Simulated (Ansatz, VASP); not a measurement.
Two plane-wave programs on ScBi3

File INCAR:

```
SYSTEM = ScBi3
PREC = Accurate
ENCUT = 520
EDIFF = 1E-6
ISMEAR = 0
SIGMA = 0.1
LREAL = .FALSE.
LASPH = .TRUE.
NELM = 80
ALGO = Normal
ISIF = 2
LWAVE = .FALSE.
LCHARG = .TRUE.
GGA = PE
LELF = .TRUE.
LVHAR = .TRUE.
NBANDS = 36
```

The input KPOINTS:

```
regular mesh
0
G
  1 1 1
  0 0 0
```

POSCAR

```
ScBi3
1.0
   -2.2343685929      2.2343685929      5.2220012163
    2.2343685929     -2.2343685929      5.2220012163
    2.2343685929      2.2343685929     -5.2220012163
Sc Bi
1 3
Direct
    0.0000000000      0.0000000000      0.0000000000
    0.7500000000      0.2500000000      0.5000000000
    0.2500000000      0.7500000000      0.5000000000
    0.5000000000      0.5000000000      0.0000000000
```

Input for Ansatz:

```yaml
crystal:
  lattice:
    - [-2.2343685929, 2.2343685929, 5.2220012163]
    - [2.2343685929, -2.2343685929, 5.2220012163]
    - [2.2343685929, 2.2343685929, -5.2220012163]
  atoms:
    - { symbol: Sc, position: [0.0, 0.0, 0.0] }
    - { symbol: Bi, position: [0.75, 0.25, 0.5] }
    - { symbol: Bi, position: [0.25, 0.75, 0.5] }
    - { symbol: Bi, position: [0.5, 0.5, 0.0] }
basis:
  ecutwfc: 420
kpoints:
  mp_grid: { grid: [1, 1, 1] }
hamiltonian:
  xc: pbe
scf:
  occupations: { method: gaussian, width: 0.1 }
  max_iter: 60
output:
  forces: true
  stress: true
  eigenvalues: true
```

Alike in both runs: task single point; functional PBE; k mesh 1 × 1 × 1; occupations gaussian, width 0.1 eV; no spin polarisation.

|  | VASP | Ansatz |
| --- | --- | --- |
| version | VASP 6.6.1 | Ansatz 0.2.0 |
| potentials or method | VASP PAW PBE potentials, release 64 (Sc_sv, Bi_d), cutoff 520 eV | scalar-relativistic, plane waves, PAW |
| valence electrons in the cell | 56 | 56 |

VASP gave:

```
gap on the k mesh at the Fermi level (eV)                     : 0.52
least direct gap on the mesh (eV)                             : 0.52
pressure (GPa)                                                : 8.3
traceless stress, the component that is largest in VASP (GPa) : -19.46
```

Task: Estimate Ansatz's values.

Result: gap on the k mesh at the Fermi level (eV): 0.54; least direct gap on the mesh (eV): 0.54; pressure (GPa): 8.4; traceless stress, the component that is largest in VASP (GPa): -19.42.

With one functional, cell and mesh, what is left measures potentials, basis and numerics.

The k mesh is coarse, so the values compare programs but aren't converged. Neither program's run includes spin-orbit coupling.
